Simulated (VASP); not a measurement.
A run of VASP 6.6.1:

INCAR

```
ALGO = Normal ; EDIFF = 1E-6
ENCUT = 520 ; GGA = PE
ISIF = 2 ; ISMEAR = -1
LASPH = True ; LCHARG = False
LREAL = False ; LWAVE = False
NBANDS = 24 ; NELM = 80
PREC = Accurate ; SIGMA = 0.05
```

The input KPOINTS:

```
k-points
0
Gamma
  10 10 6
```

POSCAR

```
TaN
1.0
    3.0881117271      0.0000000000      0.0000000000
   -1.5440558635      2.6743832112      0.0000000000
    0.0000000000      0.0000000000      4.9827177251
Ta N
2 2
Direct
    0.0000000000      0.0000000000      0.0000000000
    0.0000000000      0.0000000000      0.5000000000
    0.3333333333      0.6666666667      0.2500000000
    0.6666666667      0.3333333333      0.7500000000
```

Potentials or basis: VASP PAW PBE potentials, release 64 (Ta_pv, N).

The run is started by

```bash
$ cat potpaw_PBE.64/Ta_pv/POTCAR potpaw_PBE.64/N/POTCAR > POTCAR
$ mpirun -np 1 vasp_std > vasp.out
```

Hardware: 1 thread of Intel(R) Xeon(R) Platinum 8259CL CPU @ 2.50GHz (Skylake/Cascade Lake) (shared host).

**Question.** Estimate the wall time of this run.

**Answer.** It took 41 s on 1 thread of Intel(R) Xeon(R) Platinum 8259CL CPU @ 2.50GHz (Skylake/Cascade Lake), with other jobs on the host, peak memory 0.19 GiB. Counts: scf iterations 12, k points 56.
